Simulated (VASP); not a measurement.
# PbSe (Cmcm) in VASP: a series of runs

The runs below take PbSe through single point, with LDA.

Program: VASP 6.6.1. These are calculated values, not measurements. Logs are shortened: lines on timing, memory, paths and dates and some standing lists are left out, and cuts for length are marked.

### 1 The cell of the first run

It takes space group Cmcm (No. 63, orthorhombic). Conventional cell: a = 4.310 Å, b = 12.268 Å, c = 4.450 Å, α = 90.00°, β = 90.00°, γ = 90.00°. Within 3.7 Å of Pb (site symmetry m2m) lie 5 Se at 2.82 to 3.10 Å. Se (site symmetry m2m) has 5 Pb at 2.82 to 3.10 Å within 3.7 Å.

### 2 Single point, LDA

INCAR reads:

```
ALGO = Normal
EDIFF = 1E-6
ENCUT = 520
GGA = CA
ISIF = 2
ISMEAR = 0
LASPH = True
LCHARG = True
LELF = True
LREAL = False
LVHAR = True
LWAVE = False
NBANDS = 28
NELM = 60
PREC = Accurate
SIGMA = 0.01
```

KPOINTS reads:

```
k-points
0
Gamma
  6 6 4
```

POSCAR reads:

```
PbSe
1.0
    2.1548770000     -6.1339470000      0.0000000000
    2.1548770000      6.1339470000      0.0000000000
    0.0000000000      0.0000000000      4.4504940000
Pb Se
2 2
Direct
    0.6317610000      0.3682390000      0.7500000000
    0.3682390000      0.6317610000      0.2500000000
    0.8612900000      0.1387100000      0.7500000000
    0.1387100000      0.8612900000      0.2500000000
```

Potentials or basis: VASP PAW LDA potentials, release 64 (Pb_d, Se).

Started as:

```
cat potpaw_LDA.64/Pb_d/POTCAR potpaw_LDA.64/Se/POTCAR > POTCAR
mpirun -np 1 vasp_std > vasp.out
```

OUTCAR:

```text
EDIFF = 1E-6
   ENCUT = 520
   GGA = CA
   ISIF = 2
   ISMEAR = 0
   LASPH = True
   LREAL = False
   NELM = 60
   PREC = Accurate

 ion  position               nearest neighbor table
   1  0.632  0.368  0.750-   3 2.82   4 3.10   4 3.10   4 3.10   4 3.10   2 3.92   2 3.92
   2  0.368  0.632  0.250-   4 2.82   3 3.10   3 3.10   3 3.10   3 3.10   1 3.92   1 3.92
   3  0.861  0.139  0.750-   1 2.82   2 3.10   2 3.10   2 3.10   2 3.10
   4  0.139  0.861  0.250-   2 2.82   1 3.10   1 3.10   1 3.10   1 3.10

  LATTYP: Found a base centered orthorhombic cell.
 ALAT       =     4.3097540000
 B/A-ratio  =     2.8465415891
 C/A-ratio  =     1.0326561562

  Lattice vectors:

 A1 = (   2.1548770000,  -6.1339470000,   0.0000000000)
 A2 = (   2.1548770000,   6.1339470000,   0.0000000000)
 A3 = (   0.0000000000,   0.0000000000,   4.4504940000)

Analysis of symmetry for initial positions (statically):
=====================================================================
 Subroutine PRICEL returns:
 Original cell was already a primitive cell.

 Routine SETGRP: Setting up the symmetry group for a
 base centered orthorhombic supercell.

 Subroutine GETGRP returns: Found  8 space group operations
 (whereof  4 operations were pure point group operations)
 out of a pool of  8 trial point group operations.

The static configuration has the point symmetry C_2h.
 The point group associated with its full space group is D_2h.

Analysis of symmetry for dynamics (positions and initial velocities):
=====================================================================
 Subroutine PRICEL returns:
 Original cell was already a primitive cell.

 Routine SETGRP: Setting up the symmetry group for a
 base centered orthorhombic supercell.

 Subroutine GETGRP returns: Found  8 space group operations
 (whereof  4 operations were pure point group operations)
 out of a pool of  8 trial point group operations.

The dynamic configuration has the point symmetry C_2h.
 The point group associated with its full space group is D_2h.

 Subroutine INISYM returns: Found  8 space group operations
 (whereof  4 operations are pure point group operations),
 and found     1 'primitive' translations

----------------------------------------------------------------------------------------

                                     Primitive cell

[... 92 lines left out ...]
   ENCUT  =  520.0 eV  38.22 Ry    6.18 a.u.  12.09 12.09  8.27*2*pi/ulx,y,z
   NELM   =     60;   NELMIN=  2; NELMDL= -5     # of ELM steps
   EDIFF  = 0.1E-05   stopping-criterion for ELM
   LREAL  =      F    real-space projection
   EDIFFG = 0.1E-04   stopping-criterion for IOM
   NSW    =      0    number of steps for IOM
   IBRION =     -1    ionic relax: 0-MD 1-quasi-New 2-CG
   NFREE  =      0    steps in history (QN), initial steepest desc. (CG)
   ISIF   =      2    stress and relaxation
   ISYM   =      2    0-nonsym 1-usesym 2-fastsym
   POTIM  = 0.5000    time-step for ionic-motion
   TEBEG  =    0.0;   TEEND  =   0.0 temperature during run
   PSTRESS=    0.0 pullay stress
   NELECT =      40.0000    total number of electrons
   NUPDOWN=      -1.0000    fix difference up-down
   EMIN   =  10.00;   EMAX   =-10.00  energy-range for DOS
   EFERMI =   0.00;   METHOD = LEGACY
   ISMEAR =     0;   SIGMA  =   0.01  broadening in eV -4-tet -1-fermi 0-gaus
   EFERMI_NEDOS =   21; number of points for ismear=-14 and -15
   IALGO  =     38    algorithm
   IMIX   =      4    mixing-type and parameters
     AMIX     =   0.40;   BMIX     =  1.00
     AMIX_MAG =   1.60;   BMIX_MAG =  1.00
  volume/ion in A,a.u.               =      29.41       198.49
  Fermi-wavevector in a.u.,A,eV,Ry     =   1.142601  2.159203 17.762909  1.305537
  Thomas-Fermi vector in A             =   2.279298
   LORBIT       =      0    0 simple, 1 ext, 2 COOP (PROOUT), +10 PAW based schemes
   GGA     = CA    functional components
   LHFCALC =     F    Hartree Fock is set to
   AEXX    =    0.0000 exact exchange contribution
   IVDW    =     0    specifies the selected vdW correction
   LEPSILON=     F    determine dielectric tensor
   LRPA    =     F    only Hartree local field effects (RPA)
 non-spin polarized calculation
 Gauss-broadening in eV      SIGMA  =   0.01
  energy-cutoff  :      520.00
  volume of cell :      117.65
 maximum number of plane-waves:      3187
   NGX = 25   NGY = 25   NGZ = 17

 number of electron      39.9999994 magnetization

 Free energy of the ion-electron system (eV)
  ---------------------------------------------------
  ext. energy  EPLUGINS =         0.00000000
  ---------------------------------------------------
  free energy    TOTEN  =       -18.64862443 eV

  energy without entropy =      -18.64862443  energy(sigma->0) =      -18.64862443

 E-fermi :   4.1519     XC(G=0):  -9.7423

 val. band max:        4.0650201891   @ k =   0.0000   0.0000   0.5000
 cond. band min:       5.1596141997   @ k =   0.5000   0.5000   0.0000
 fundamental gap:      1.0945940106
 Fermi energy:         4.1518777243

 k-point     1 :       0.0000    0.0000    0.0000
  band No.  band energies     occupation
      1     -12.3153      2.00000
      2     -12.2263      2.00000
      3     -12.2198      2.00000
      4     -12.2170      2.00000
      5     -12.1997      2.00000
      6     -12.1941      2.00000
[... 733 lines left out ...]
     27      10.9898      0.00000
     28      11.5083      0.00000

 [... further k-points ...]

------------------------ aborting loop because EDIFF is reached ----------------------------------------

  FORCE on cell =-STRESS in cart. coord.  units (eV):
  Direction    XX          YY          ZZ          XY          YZ          ZX
  --------------------------------------------------------------------------------------
  -------------------------------------------------------------------------------------
  Total       -2.4246813     -2.1297322     -2.5616573      0.0000000      0.0000000      0.0000000
  in kB      -33.0190465    -29.0024612    -34.8843711      0.0000000      0.0000000      0.0000000
  external PRESSURE =     -32.3019596 kB  Pullay stress =       0.0000000 kB

 VOLUME and BASIS-vectors are now :
 -----------------------------------------------------------------------------
  energy-cutoff  :      520.00
  volume of cell :      117.65
      direct lattice vectors                 reciprocal lattice vectors
     2.154877000 -6.133947000  0.000000000     0.232031805 -0.081513583  0.000000000
     2.154877000  6.133947000  0.000000000     0.232031805  0.081513583  0.000000000
     0.000000000  0.000000000  4.450494000     0.000000000  0.000000000  0.224694158

 POSITION                                       TOTAL-FORCE (eV/Angst)
 -----------------------------------------------------------------------------------
      2.15488     -1.61643      3.33787         0.000000     -0.086303     -0.000000
      2.15488      1.61643      1.11262         0.000000      0.086303      0.000000
      2.15488     -4.43227      3.33787         0.000000      0.032697      0.000000
      2.15488      4.43227      1.11262         0.000000     -0.032697      0.000000
 -----------------------------------------------------------------------------------
    total drift:                                0.000000      0.000000      0.000000

  FREE ENERGIE OF THE ION-ELECTRON SYSTEM (eV)
  ---------------------------------------------------
  free  energy   TOTEN  =       -18.6486244272 eV

  energy  without entropy=      -18.6486244272  energy(sigma->0) =      -18.64862443
```

stdout:

```text
POSCAR found type information on POSCAR PbSe
 POSCAR found :  2 types and       4 ions
 scaLAPACK will be used
 LDA part: xc-table for (Slater(with rela. corr.)+CA(PZ))
 , standard interpolation
 POSCAR, INCAR and KPOINTS ok, starting setup
 FFT: planning ... GRIDC
 FFT: planning ... GRID_SOFT
 FFT: planning ... GRID
 WAVECAR not read
 entering main loop
```

Wall time 1.7 min (1 thread of Intel Xeon Platinum 8259CL at 2.50GHz (Skylake/Cascade Lake), shared host); peak memory 0.29 GiB.

What came out:

- Free energy: -18.6486 eV
- Pressure: -3.2 GPa
- Largest force: 0.086 eV/Å
- Band gap on the k mesh: 1.09 eV (least direct gap 1.40 eV)

Forces on the atoms (eV/Å):
```
Pb   0.000 -0.086  0.000
Pb   0.000  0.086  0.000
Se   0.000  0.033  0.000
Se   0.000 -0.033  0.000
```

Levels at points of the mesh, in eV from the valence-band top:
| k point | band 16 | band 17 | band 18 | band 19 | band 20 | band 21 | band 22 | band 23 | band 24 | band 25 |
| --- | --- | --- | --- | --- | --- | --- | --- | --- | --- | --- |
| (0.00, 0.00, 0.00) | -2.79 | -2.12 | -1.51 | -1.25 | -0.35 | 4.42 | 4.45 | 4.63 | 5.26 | 5.29 |
| (0.50, 0.00, 0.00) | -1.82 | -1.14 | -0.87 | -0.44 | -0.22 | 1.47 | 1.59 | 1.82 | 2.67 | 2.68 |
| (0.50, 0.50, 0.00) | -2.39 | -1.77 | -1.68 | -1.05 | -0.54 | 1.09 | 4.24 | 4.40 | 4.58 | 4.88 |
| (0.00, 0.00, 0.50) | -2.60 | -0.83 | -0.83 | 0.00 | 0.00 | 1.48 | 1.48 | 2.32 | 2.32 | 4.83 |
| (0.50, 0.00, 0.50) | -4.09 | -3.03 | -3.03 | -1.23 | -1.23 | 3.12 | 3.12 | 5.39 | 5.39 | 6.09 |
| (0.50, 0.50, 0.50) | -0.96 | -0.93 | -0.93 | -0.39 | -0.39 | 1.28 | 1.28 | 2.78 | 2.78 | 3.07 |

Caveat: the cell stands under tension; spin-orbit coupling is left out, which moves the levels of the heavy elements. A k mesh can miss the band edges.

### 3 Single point, LDA

INCAR reads:

```
PREC = Accurate
ENCUT = 520
EDIFF = 1E-6
ISMEAR = 0
SIGMA = 0.01
LREAL = False
LASPH = True
NELM = 100
ALGO = Normal
ISIF = 2
LWAVE = False
LCHARG = False
NBANDS = 28
```

KPOINTS reads:

```
Automatic mesh
0
Gamma
  6 6 4
```

POSCAR is that of step 2.

Potentials or basis: VASP PAW LDA potentials, release 64 (Pb_d, Se).

Started as:

```
cat potpaw_LDA.64/Pb_d/POTCAR potpaw_LDA.64/Se/POTCAR > POTCAR
mpirun -np 1 vasp_std > vasp.out
```

Wall time 98 s (1 thread of Intel Xeon Platinum 8259CL at 2.50GHz (Skylake/Cascade Lake), shared host); peak memory 0.29 GiB.

It converged, with:

* Free energy: -18.6486 eV
* Pressure: -3.2 GPa
* Largest force: 0.086 eV/Å
* Band gap on the k mesh: 1.09 eV (least direct gap 1.40 eV)

Forces on the atoms (eV/Å):
```
Pb   0.000 -0.086  0.000
Pb   0.000  0.086  0.000
Se   0.000  0.033  0.000
Se   0.000 -0.033  0.000
```

Stress tensor (GPa, compression positive):
```
-3.30  0.00  0.00
 0.00 -2.90  0.00
 0.00  0.00 -3.49
```

Levels at points of the mesh, in eV from the valence-band top:
| k point | band 16 | band 17 | band 18 | band 19 | band 20 | band 21 | band 22 | band 23 | band 24 | band 25 |
| --- | --- | --- | --- | --- | --- | --- | --- | --- | --- | --- |
| (0.00, 0.00, 0.00) | -2.79 | -2.12 | -1.51 | -1.25 | -0.35 | 4.42 | 4.45 | 4.63 | 5.26 | 5.29 |
| (0.50, 0.00, 0.00) | -1.82 | -1.14 | -0.87 | -0.44 | -0.22 | 1.47 | 1.59 | 1.82 | 2.67 | 2.68 |
| (0.50, 0.50, 0.00) | -2.39 | -1.77 | -1.68 | -1.05 | -0.54 | 1.09 | 4.24 | 4.40 | 4.58 | 4.88 |
| (0.00, 0.00, 0.50) | -2.60 | -0.83 | -0.83 | 0.00 | 0.00 | 1.48 | 1.48 | 2.32 | 2.32 | 4.83 |
| (0.50, 0.00, 0.50) | -4.09 | -3.03 | -3.03 | -1.23 | -1.23 | 3.12 | 3.12 | 5.39 | 5.39 | 6.09 |
| (0.50, 0.50, 0.50) | -0.96 | -0.93 | -0.93 | -0.39 | -0.39 | 1.28 | 1.28 | 2.78 | 2.78 | 3.07 |

Caveat: the cell stands under tension; spin-orbit coupling is left out, which moves the levels of the heavy elements. A k mesh can miss the band edges.
